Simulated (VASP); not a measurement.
LiH: single point with HSE06

Crystal: LiH.

```
Li H
1.0
     0.00000    2.14512    2.14512
     2.14512    0.00000    2.14512
     2.14512    2.14512    0.00000
Li H
1 1
Direct
  0.00000 0.00000 0.00000
  0.25000 0.25000 0.25000
```

| Item | Value |
| --- | --- |
| Program | VASP 6.6.1 |
| Task | single point |
| Functional | HSE06 |
| Potentials or basis | VASP PAW PBE potentials, release 64 (Li_sv, H) |
| Cutoff | 520 eV |
| k mesh | 8 × 8 × 8 |
| Occupations | gaussian, width 0.01 eV |
| Spin | no spin polarisation |

```yaml
Band_gap_on_the_k_mesh: 5.25 eV (least direct gap 6.42 eV)
```

Levels at points of the mesh, in eV from the valence-band top:
```
           k point  band 1  band 2  band 3  band 4  band 5
(0.00, 0.00, 0.00)  -46.26   -4.15   14.66   18.86   18.86
(0.50, 0.00, 0.00)  -46.24   -1.17    5.24   16.61   16.61
(0.50, 0.50, 0.00)  -46.23   -0.37    8.32   11.25   12.13
```

Wall time 2.1 min on 1 thread of Intel(R) Xeon(R) 6975P-C (Granite Rapids), with other jobs on the host, peak memory 0.25 GiB.

 A k mesh can miss the band edges.
